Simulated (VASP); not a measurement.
# PbS (Cmcm) in VASP: further runs, part 2 of 2

VASP 6.6.1. Earlier steps stand in the parts before.

## 3. Relaxation of cell and atoms, PBEsol

This run uses another cell than the first one, of 27.55 Å³/atom.

The input, INCAR:

```
PREC     = Accurate       # precision mode
ENCUT    = 600            # plane-wave cutoff, eV
EDIFF    = 1E-7           # SCF threshold, eV
ISMEAR   = 0              # smearing method
SIGMA    = 0.02           # smearing width, eV
LREAL    = False          # projectors in reciprocal space
LASPH    = True           # aspherical terms in the spheres
NELM     = 100            # most SCF steps
ALGO     = Normal         # electronic algorithm
ISIF     = 3              # what is computed and relaxed
LWAVE    = False          # write WAVECAR
LCHARG   = False          # write CHGCAR
GGA      = PS             # functional
IBRION   = 2              # ionic algorithm
NSW      = 70             # ionic steps
EDIFFG   = -0.005         # ionic threshold
```

The input, KPOINTS:

```
regular mesh
0
Gamma
  8 8 6
```

The input, POSCAR:

```
PbS
1.0
    2.0964196418     -6.1177576775      0.0000000000
    2.0964196418      6.1177576775      0.0000000000
    0.0000000000      0.0000000000      4.2959905860
Pb S
2 2
Direct
    0.8667035193      0.1332964807      0.7500000000
    0.1332964807      0.8667035193      0.2500000000
    0.6453915001      0.3546084999      0.7500000000
    0.3546084999      0.6453915001      0.2500000000
```

Potentials or basis: VASP PAW PBE potentials, release 64 (Pb_d, S).

On the command line:

```
$ cat potpaw_PBE.64/Pb_d/POTCAR potpaw_PBE.64/S/POTCAR > POTCAR
$ mpirun -np 1 vasp_std > vasp.out
```

OUTCAR:

```text
PREC = Accurate
   ENCUT = 600
   EDIFF = 1E-7
   ISMEAR = 0
   LREAL = False
   LASPH = True
   NELM = 100
   ISIF = 3
   GGA = PS
   IBRION = 2
   NSW = 70
   EDIFFG = -0.005

 ion  position               nearest neighbor table
   1  0.867  0.133  0.750-   3 2.71   4 3.01   4 3.01   4 3.01   4 3.01   2 3.91   2 3.91
   2  0.133  0.867  0.250-   4 2.71   3 3.01   3 3.01   3 3.01   3 3.01   1 3.91   1 3.91
   3  0.645  0.355  0.750-   1 2.71   2 3.01   2 3.01   2 3.01   2 3.01
   4  0.355  0.645  0.250-   2 2.71   1 3.01   1 3.01   1 3.01   1 3.01

  LATTYP: Found a base centered orthorhombic cell.
 ALAT       =     4.1928392836
 B/A-ratio  =     2.9181932641
 C/A-ratio  =     1.0246017783

  Lattice vectors:

 A1 = (   2.0964196418,  -6.1177576775,   0.0000000000)
 A2 = (   2.0964196418,   6.1177576775,   0.0000000000)
[... 948 lines left out ...]
     23       8.7906      0.00000
     24      10.1324      0.00000

 [... further k-points ...]

[... ionic steps 4 to 20 ...]

--------------------------------------- Ionic step       21  -------------------------------------------

 number of electron      39.9999999 magnetization

------------------------ aborting loop because EDIFF is reached ----------------------------------------
[... 71 lines left out ...]
--------------------------------------- Ionic step       23  -------------------------------------------

 number of electron      39.9999999 magnetization

 Free energy of the ion-electron system (eV)
  ---------------------------------------------------
  ext. energy  EPLUGINS =         0.00000000
  ---------------------------------------------------
  free energy    TOTEN  =       -18.78216451 eV

  energy without entropy =      -18.78216451  energy(sigma->0) =      -18.78216451

 E-fermi :   5.5948     XC(G=0): -10.0809

 val. band max:        5.4751138884   @ k =   0.5000   0.5000   0.3333
 cond. band min:       6.5721437242   @ k =   0.5000   0.5000   0.0000
 fundamental gap:      1.0970298358
 Fermi energy:         5.5947561799

 k-point     1 :       0.0000    0.0000    0.0000
  band No.  band energies     occupation
      1     -10.9465      2.00000
      2     -10.8288      2.00000
      3     -10.8263      2.00000
      4     -10.8025      2.00000
      5     -10.7588      2.00000
      6     -10.7581      2.00000
[... 670 lines left out ...]
  FREE ENERGIE OF THE ION-ELECTRON SYSTEM (eV)
  ---------------------------------------------------
  free  energy   TOTEN  =       -18.7821645125 eV

  energy  without entropy=      -18.7821645125  energy(sigma->0) =      -18.78216451

 reached required accuracy - stopping structural energy minimisation
```

OSZICAR:

```text
N       E                     dE             d eps       ncg     rms          rms(c)
DAV:   1     0.427309166602E+03    0.42731E+03   -0.20880E+04  4032   0.196E+03
DAV:   2     0.307050367714E+02   -0.39660E+03   -0.39170E+03  4080   0.471E+02
DAV:   3    -0.175603761175E+02   -0.48265E+02   -0.47430E+02  5408   0.174E+02
[... 217 lines left out ...]
DAV:   2    -0.187821816111E+02    0.27225E-04   -0.10622E-04  6088   0.134E-01    0.210E-02
DAV:   3    -0.187821644945E+02    0.17117E-04   -0.30650E-05  6168   0.839E-02    0.404E-03
DAV:   4    -0.187821646817E+02   -0.18718E-06   -0.69764E-06  4896   0.287E-02    0.173E-03
DAV:   5    -0.187821645094E+02    0.17233E-06   -0.42674E-07  4264   0.921E-03    0.536E-04
DAV:   6    -0.187821645125E+02   -0.31068E-08   -0.23800E-08  2464   0.234E-03
  23 F= -.18782165E+02 E0= -.18782165E+02  d E =-.695576E-05
```

CONTCAR:

```text
PbS
   1.00000000000000
     2.0491403736929055   -5.7960914421158085    0.0000000000000000
     2.0491403736929055    5.7960914421158085   -0.0000000000000000
     0.0000000000000000    0.0000000000000000    4.2374870935607385
  Pb              S
     2     2
Direct
     0.8728565146360397    0.1271434853639606    0.7500000000000000
     0.1271434853639606    0.8728565146360397    0.2500000000000000
     0.6408597544273191    0.3591402455726808    0.7500000000000000
     0.3591402455726809    0.6408597544273191    0.2500000000000000

  0.00000000E+00  0.00000000E+00  0.00000000E+00
  0.00000000E+00  0.00000000E+00  0.00000000E+00
  0.00000000E+00  0.00000000E+00  0.00000000E+00
  0.00000000E+00  0.00000000E+00  0.00000000E+00
```

Run time: 1.9 h. Hardware: 1 thread of Intel Xeon Platinum 8375C at 2.90GHz (Ice Lake), shared host; peak memory 0.48 GiB.

Results:

```yaml
Free_energy: -18.7822 eV
Relaxed_volume: 25.16 Å³/atom
Relaxed_cell: a = 6.148 Å, b = 6.148 Å, c = 4.237 Å, α = 90.00°, β = 90.00°, γ = 141.06°
Space_group_after_relaxing_to_0.1_Å: Cmcm (No. 63)
Energy_gained_by_relaxing: 19.4 meV/atom
Ionic_steps: 23
Pressure_after_relaxing: 0.0 GPa
Band_gap_on_the_k_mesh: 1.10 eV (least direct gap 1.16 eV)
```

Forces in eV/Å, atoms in the order of the input:
```
Pb   0.000  0.002  0.000
Pb   0.000 -0.002  0.000
S    0.000 -0.001  0.000
S    0.000  0.001  0.000
```

The path:
| step | energy change (eV) | largest force (eV/Å) | pressure (GPa) | volume (Å³) |
| --- | --- | --- | --- | --- |
| 1 | 0.0000 | 0.1211 | -2.75 | 110.20 |
| 2 | -0.0424 | 0.3708 | 1.07 | 102.82 |
| 3 | -0.0497 | 0.2283 | -0.08 | 104.76 |
| 4 | -0.0551 | 0.1712 | -0.06 | 104.22 |
| 5 | -0.0601 | 0.0392 | 0.06 | 102.78 |
| 6 | -0.0631 | 0.0385 | 0.04 | 102.53 |
| 7 | -0.0703 | 0.0365 | 0.01 | 101.76 |
| 8 | -0.0743 | 0.0969 | 0.04 | 100.20 |
| 9 | -0.0748 | 0.0681 | 0.03 | 100.65 |
| 10 | -0.0763 | 0.0286 | 0.03 | 100.78 |
| 11 | -0.0767 | 0.0369 | 0.05 | 100.90 |
| 12 | -0.0770 | 0.0301 | -0.02 | 100.99 |
| 13 | -0.0771 | 0.0177 | -0.21 | 101.28 |
| 14 | -0.0771 | 0.0172 | -0.14 | 101.17 |
| 15 | -0.0773 | 0.0189 | -0.08 | 101.05 |
| 16 | -0.0774 | 0.0214 | 0.02 | 100.87 |
| 17 | -0.0774 | 0.0196 | 0.01 | 100.85 |
| 18 | -0.0776 | 0.0141 | 0.00 | 100.79 |
| 19 | -0.0776 | 0.0029 | -0.03 | 100.66 |
| 20 | -0.0776 | 0.0074 | -0.02 | 100.71 |
| 21 | -0.0777 | 0.0036 | 0.01 | 100.63 |
| 22 | -0.0777 | 0.0027 | 0.01 | 100.65 |
| 23 | -0.0777 | 0.0023 | 0.00 | 100.66 |

Final structure:
```
Pb S
1.0
     2.04914   -5.79609    0.00000
     2.04914    5.79609    0.00000
     0.00000    0.00000    4.23749
Pb S
2 2
Direct
  0.87286 0.12714 0.75000
  0.12714 0.87286 0.25000
  0.64086 0.35914 0.75000
  0.35914 0.64086 0.25000
```

Caveat: the PAW data sets were made with another functional, which shifts forces and pressure a little; spin-orbit coupling is left out, which moves the levels of the heavy elements.
